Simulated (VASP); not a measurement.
# Si17H2Cl6 in VASP: single point with PBE+D3(BJ)

Aim: the single point of Si17H2Cl6 with PBE+D3(BJ).

All numbers are computed with VASP 6.6.1; they aren't measurements. Logs are shortened: lines on timing, memory, paths and dates and some standing lists are left out, and cuts for length are marked.

**1. The cell of the first run**

The cell holds a slab with vacuum, 25 atoms: a = 7.667 Å, b = 7.667 Å, c = 26.779 Å, α = 90.00°, β = 90.00°, γ = 120.00°.

**2. Single point, PBE+D3(BJ)**

INCAR reads:

```
SYSTEM = Si17H2Cl6
PREC = Accurate
ENCUT = 520
EDIFF = 1E-6
ISMEAR = 0
SIGMA = 0.05
LREAL = Auto
LASPH = .True.
NELM = 100
ALGO = Normal
ISIF = 2
LWAVE = .False.
LCHARG = .False.
LDIPOL = .True.
IDIPOL = 3
DIPOL = 0.5 0.5 0.460
GGA = PE
IVDW = 12
NBANDS = 74
```

KPOINTS reads:

```
regular mesh
0
Gamma
  3 3 1
  0 0 0
```

POSCAR reads:

```
Si17H2Cl6
1.0
    7.6671877233      0.0000000000      0.0000000000
   -3.8335938617      6.6399793440      0.0000000000
    0.0000000000      0.0000000000     26.7788453509
Si Cl H
17 6 2
Direct
    0.6666666667      0.3333333333      0.3762111423
    0.6666666667      0.8333333333      0.3762111423
    0.1666666667      0.3333333333      0.3762111423
    0.1666666667      0.8333333333      0.3762111423
    0.5000000000      0.5000000000      0.4054330547
    0.5000000000      0.0000000000      0.4054330547
    0.0000000000      0.5000000000      0.4054330547
    0.0000000000      0.0000000000      0.4054330547
    0.0083885945      0.4898552124      0.4930950879
   -0.0201630724      0.0092659866      0.4960498533
    0.4764234711      0.5088783386      0.4936694823
    0.4979778468     -0.0241982329      0.4927399272
    0.8262616573      0.6573390373      0.5035864916
    0.8147894708      0.1703731587      0.5323948048
    0.3205636332      0.6649843248      0.5377273646
    0.3305821750      0.1575854298      0.5021500263
    0.6010982882      0.2895988199      0.6211193467
    0.6621042318      0.3327363335      0.2987741793
    0.6681977458      0.8343019165      0.2988199117
    0.1644465177      0.3294023021      0.2988676979
    0.1608834082      0.8338874009      0.2987389107
    0.3710863217      0.2841421475      0.6626000737
    0.8174637134      0.5938458834      0.6110645702
    0.6894276464      0.1931501154      0.6517122560
    0.4979952964      0.2036056034      0.5715886920
```

Potentials or basis: VASP PAW PBE potentials, release 64 (Si, Cl, H).

Command:

```sh
> cat potpaw_PBE.64/Si/POTCAR potpaw_PBE.64/Cl/POTCAR potpaw_PBE.64/H/POTCAR > POTCAR
> mpirun -np 1 vasp_std > vasp.out
```

OUTCAR:

```text
SYSTEM = Si17H2Cl6
   PREC = Accurate
   ENCUT = 520
   EDIFF = 1E-6
   ISMEAR = 0
   LREAL = Auto
   LASPH = .True.
   NELM = 100
   ISIF = 2
   GGA = PE
   IVDW = 12
 IVDW          = 12

 ion  position               nearest neighbor table
   1  0.667  0.333  0.376-  18 2.07   7 2.35   6 2.35   5 2.35
   2  0.667  0.833  0.376-  19 2.07   8 2.35   5 2.35   6 2.35
   3  0.167  0.333  0.376-  20 2.07   5 2.35   8 2.35   7 2.35
   4  0.167  0.833  0.376-  21 2.08   6 2.35   7 2.35   8 2.35
   5  0.500  0.500  0.405-   3 2.35   2 2.35   1 2.35  11 2.37
   6  0.500  0.000  0.405-  12 2.34   4 2.35   1 2.35   2 2.35
   7  0.000  0.500  0.405-   1 2.35   4 2.35   3 2.35   9 2.35
   8  0.000  0.000  0.405-   2 2.35   3 2.35   4 2.35  10 2.43
   9  0.008  0.490  0.493-  13 2.34   7 2.35  14 2.38  15 2.40
  10  0.980  0.009  0.496-  16 2.34  13 2.35  14 2.37   8 2.43
  11  0.476  0.509  0.494-  13 2.35  16 2.35   5 2.37  15 2.38
  12  0.498  0.976  0.493-  16 2.33   6 2.34  14 2.37  15 2.40
  13  0.826  0.657  0.504-   9 2.34  11 2.35  10 2.35
  14  0.815  0.170  0.532-  12 2.37  10 2.37   9 2.38
  15  0.321  0.665  0.538-  11 2.38  12 2.40   9 2.40
  16  0.331  0.158  0.502-  12 2.33  10 2.34  11 2.35
  17  0.601  0.290  0.621-  24 1.48  25 1.52  22 2.07  23 2.10
  18  0.662  0.333  0.299-   1 2.07
  19  0.668  0.834  0.299-   2 2.07
  20  0.164  0.329  0.299-   3 2.07
  21  0.161  0.834  0.299-   4 2.08
  22  0.371  0.284  0.663-  17 2.07
  23  0.817  0.594  0.611-  17 2.10
  24  0.689  0.193  0.652-  17 1.48
  25  0.498  0.204  0.572-  17 1.52

  LATTYP: Found a hexagonal cell.
 ALAT       =     7.6671877233
 C/A-ratio  =     3.4926554973

  Lattice vectors:

 A1 = (   7.6671877233,   0.0000000000,   0.0000000000)
 A2 = (  -3.8335938617,   6.6399793440,   0.0000000000)
 A3 = (   0.0000000000,   0.0000000000,  26.7788453509)

Analysis of symmetry for initial positions (statically):
=====================================================================
 Subroutine PRICEL returns:
 Original cell was already a primitive cell.

 Routine SETGRP: Setting up the symmetry group for a
 hexagonal supercell.

 Subroutine GETGRP returns: Found  1 space group operations
 (whereof  1 operations were pure point group operations)
 out of a pool of 24 trial point group operations.

The static configuration has the point symmetry C_1 .

Analysis of symmetry for dynamics (positions and initial velocities):
=====================================================================
 Subroutine PRICEL returns:
 Original cell was already a primitive cell.

 Routine SETGRP: Setting up the symmetry group for a
 hexagonal supercell.

 Subroutine GETGRP returns: Found  1 space group operations
 (whereof  1 operations were pure point group operations)
 out of a pool of 24 trial point group operations.

The dynamic configuration has the point symmetry C_1 .

 Subroutine INISYM returns: Found  1 space group operations
 (whereof  1 operations are pure point group operations),
 and found     1 'primitive' translations

----------------------------------------------------------------------------------------

                                     Primitive cell

  volume of cell :    1363.3102

  direct lattice vectors                    reciprocal lattice vectors
     7.667187723  0.000000000  0.000000000     0.130425918  0.075301439  0.000000000
    -3.833593862  6.639979344  0.000000000     0.000000000  0.150602878  0.000000000
     0.000000000  0.000000000 26.778845351     0.000000000  0.000000000  0.037342910

  length of vectors
     7.667187723  7.667187723 26.778845351     0.150602878  0.150602878  0.037342910

  position of ions in fractional coordinates (direct lattice)
     0.666666667  0.333333333  0.376211142
     0.666666667  0.833333333  0.376211142
     0.166666667  0.333333333  0.376211142
     0.166666667  0.833333333  0.376211142
     0.500000000  0.500000000  0.405433055
     0.500000000  0.000000000  0.405433055
[... 17 lines left out ...]
     0.689427646  0.193150115  0.651712256
     0.497995296  0.203605603  0.571588692

  ion indices of the primitive-cell ions
   primitive index   ion index
                 1           1
                 2           2
                 3           3
                 4           4
                 5           5
                 6           6
[... 17 lines left out ...]
                24          24
                25          25

----------------------------------------------------------------------------------------

 KPOINTS: regular mesh

Automatic generation of k-mesh.
 Grid dimensions read from file:
 generate k-points for:    3    3    1

 Generating k-lattice:

  Cartesian coordinates                     Fractional coordinates (reciprocal lattice)
     0.043475306  0.025100480  0.000000000     0.333333333  0.000000000  0.000000000
     0.000000000  0.050200959  0.000000000     0.000000000  0.333333333  0.000000000
     0.000000000  0.000000000  0.037342910     0.000000000  0.000000000  1.000000000

  Length of vectors
     0.050200959  0.050200959  0.037342910

  Shift w.r.t. Gamma in fractional coordinates (k-lattice)
     0.000000000  0.000000000  0.000000000

 Subroutine IBZKPT returns following result:
 ===========================================

 Found      5 irreducible k-points:

 Following reciprocal coordinates:
            Coordinates               Weight
  0.000000  0.000000  0.000000      1.000000
  0.333333 -0.000000  0.000000      2.000000
  0.000000  0.333333  0.000000      2.000000
 -0.333333  0.333333  0.000000      2.000000
  0.333333  0.333333  0.000000      2.000000
   k-points           NKPTS =      5   k-points in BZ     NKDIM =      5   number of bands    NBANDS=     74
   number of dos      NEDOS =    301   number of ions     NIONS =     25
   total plane-waves  NPLWV = 720000
   dimension x,y,z NGX =    60 NGY =   60 NGZ =  200
   dimension x,y,z NGXF=   120 NGYF=  120 NGZF=  400
   ions per type =              17   6   2
   NGX,Y,Z   is equivalent  to a cutoff of  13.01, 13.01, 12.42 a.u.
   NGXF,Y,Z  is equivalent  to a cutoff of  26.02, 26.02, 24.83 a.u.
 SYSTEM =  Si17H2Cl6
   PREC   = accura    normal or accurate (medium, high low for compatibility)
   ISTART =      0    job   : 0-new  1-cont  2-samecut
   ICHARG =      2    charge: 1-file 2-atom 10-const
   ISPIN  =      1    spin polarized calculation?
   LNONCOLLINEAR =      F non collinear calculations
   LSORBIT =      F    spin-orbit coupling
   LASPH  =      T    aspherical Exc in radial PAW
   ENCUT  =  520.0 eV  38.22 Ry    6.18 a.u.  14.26 14.26 49.79*2*pi/ulx,y,z
   NELM   =    100;   NELMIN=  2; NELMDL= -5     # of ELM steps
   EDIFF  = 0.1E-05   stopping-criterion for ELM
   LREAL  =      T    real-space projection
   EDIFFG = 0.1E-04   stopping-criterion for IOM
   NSW    =      0    number of steps for IOM
   IBRION =     -1    ionic relax: 0-MD 1-quasi-New 2-CG
   NFREE  =      0    steps in history (QN), initial steepest desc. (CG)
   ISIF   =      2    stress and relaxation
   ISYM   =      2    0-nonsym 1-usesym 2-fastsym
   POTIM  = 0.5000    time-step for ionic-motion
   TEBEG  =    0.0;   TEEND  =   0.0 temperature during run
   PSTRESS=    0.0 pullay stress
   NELECT =     112.0000    total number of electrons
   NUPDOWN=      -1.0000    fix difference up-down
   EMIN   =  10.00;   EMAX   =-10.00  energy-range for DOS
   EFERMI =   0.00;   METHOD = LEGACY
   ISMEAR =     0;   SIGMA  =   0.05  broadening in eV -4-tet -1-fermi 0-gaus
   EFERMI_NEDOS =   21; number of points for ismear=-14 and -15
   IALGO  =     38    algorithm
   IMIX   =      4    mixing-type and parameters
     AMIX     =   0.40;   BMIX     =  1.00
     AMIX_MAG =   1.60;   BMIX_MAG =  1.00
  volume/ion in A,a.u.               =      54.53       368.00
  Fermi-wavevector in a.u.,A,eV,Ry     =   0.711676  1.344874  6.891125  0.506483
  Thomas-Fermi vector in A             =   1.798851
   LORBIT       =      0    0 simple, 1 ext, 2 COOP (PROOUT), +10 PAW based schemes
   GGA     = PE    functional components
   LHFCALC =     F    Hartree Fock is set to
   AEXX    =    0.0000 exact exchange contribution
   IVDW    =    12    specifies the selected vdW correction
   LEPSILON=     F    determine dielectric tensor
   LRPA    =     F    only Hartree local field effects (RPA)
 non-spin polarized calculation
 Gauss-broadening in eV      SIGMA  =   0.05
  energy-cutoff  :      520.00
  volume of cell :     1363.31
 maximum number of plane-waves:     36789
 NGX is ok and might be reduce to    60
   NGX = 29   NGY = 29   NGZ = 99

 number of electron     112.0000004 magnetization

 dipolmoment           0.000000      0.000000     -0.225270 electrons x Angstroem

 Free energy of the ion-electron system (eV)
  ---------------------------------------------------
  ext. energy  EPLUGINS =         0.00000000
  ---------------------------------------------------
  free energy    TOTEN  =      -113.69760450 eV

  energy without entropy =     -113.69246539  energy(sigma->0) =     -113.69503494

 E-fermi :  -1.6967     XC(G=0):  -3.8710

 val. band max:       -1.7212454912   @ k =   0.0000   0.0000   0.0000
 cond. band min:      -1.6730709307   @ k =   0.0000   0.0000   0.0000
 fundamental gap:      0.0481745605
 Fermi energy:        -1.6967241561

 k-point     1 :       0.0000    0.0000    0.0000
  band No.  band energies     occupation
      1     -18.6140      2.00000
      2     -17.7872      2.00000
      3     -17.4620      2.00000
      4     -17.2468      2.00000
      5     -17.2069      2.00000
      6     -17.1752      2.00000
[... 60 lines left out ...]
     67       1.0375      0.00000
     68       1.1524      0.00000
[... 282 lines left out ...]
     67       1.7840      0.00000
     68       1.8632      0.00000
 [bands above 68 left out]

------------------------ aborting loop because EDIFF is reached ----------------------------------------

 vacuum level on the upper side and lower side of the slab       (xc-potential included)        -0.537         0.244

 Edisp (eV)   -5.35637

 E8    (eV) :    -2.2162

  FORCE on cell =-STRESS in cart. coord.  units (eV):
  Direction    XX          YY          ZZ          XY          YZ          ZX
  --------------------------------------------------------------------------------------
  -------------------------------------------------------------------------------------
  Total      -2.08622    -2.25605    -0.54001    -0.18568    -0.05037     0.08623
  in kB      -2.45175    -2.65134    -0.63462    -0.21821    -0.05919     0.10134
  external pressure =       -1.91 kB  Pullay stress =        0.00 kB

 VOLUME and BASIS-vectors are now :
 -----------------------------------------------------------------------------
  energy-cutoff  :      520.00
  volume of cell :     1363.31
      direct lattice vectors                 reciprocal lattice vectors
     7.667187723  0.000000000  0.000000000     0.130425918  0.075301439  0.000000000
    -3.833593862  6.639979344  0.000000000     0.000000000  0.150602878  0.000000000
     0.000000000  0.000000000 26.778845351     0.000000000  0.000000000  0.037342910

 POSITION                                       TOTAL-FORCE (eV/Angst)
 -----------------------------------------------------------------------------------
      3.83359      2.21333     10.07450         0.030061      0.000971     -0.007849
      1.91680      5.53332     10.07450        -0.137001     -0.005404     -0.177652
      0.00000      2.21333     10.07450        -0.086256      0.111644     -0.134846
     -1.91680      5.53332     10.07450         0.089005     -0.070015     -0.090791
      1.91680      3.31999     10.85703         0.012753      0.052745     -0.038979
      3.83359      0.00000     10.85703         0.001532     -0.040410     -0.064160
[... 17 lines left out ...]
      4.54551      1.28251     17.45210         0.012689     -0.001798     -0.011452
      3.03768      1.35194     15.30649         0.015055      0.018712      0.011647
 -----------------------------------------------------------------------------------
    total drift:                               -0.005064      0.002695     -0.009714

  FREE ENERGIE OF THE ION-ELECTRON SYSTEM (eV)
  ---------------------------------------------------
  free  energy   TOTEN  =      -119.0539742619 eV

  energy  without entropy=     -119.0488351445  energy(sigma->0) =     -119.05140470

 vacuum level on the upper side and lower side of the slab         3.059         3.857
```

It took 31 min on 1 thread of Oxide Virtual Turin-like, shared host; peak memory 1.3 GiB.

Results:

- Free energy: -119.0540 eV
- Largest force: 0.393 eV/Å
- Band gap on the k mesh: 0.05 eV
- Dispersion energy per atom: -0.214 eV

Forces in eV/Å, atoms in the order of the input:
```
Si   0.030  0.001 -0.008
Si  -0.137 -0.005 -0.178
Si  -0.086  0.112 -0.135
Si   0.089 -0.070 -0.091
Si   0.013  0.053 -0.039
Si   0.002 -0.040 -0.064
Si   0.040 -0.015 -0.028
Si   0.064 -0.049  0.385
Si  -0.004 -0.007 -0.005
Si  -0.005  0.010 -0.002
Si  -0.001  0.000  0.000
Si   0.003  0.014  0.000
Si  -0.004  0.005 -0.012
Si   0.003 -0.003 -0.011
Si   0.001 -0.005 -0.008
Si  -0.007  0.001 -0.002
Si  -0.046  0.001  0.029
Cl   0.001  0.000  0.047
Cl  -0.003  0.002  0.048
Cl  -0.001  0.002  0.050
Cl   0.004  0.001  0.047
Cl   0.038  0.019 -0.028
Cl  -0.021 -0.044  0.004
H    0.013 -0.002 -0.011
H    0.015  0.019  0.012
```

Levels at points of the mesh, in eV from the valence-band top:
```tsv
k point	band 52	band 53	band 54	band 55	band 56	band 57	band 58	band 59	band 60	band 61
(0.00, 0.00, 0.00)	-0.70	-0.60	-0.47	-0.06	0.00	0.05	0.54	0.86	1.19	1.28
```
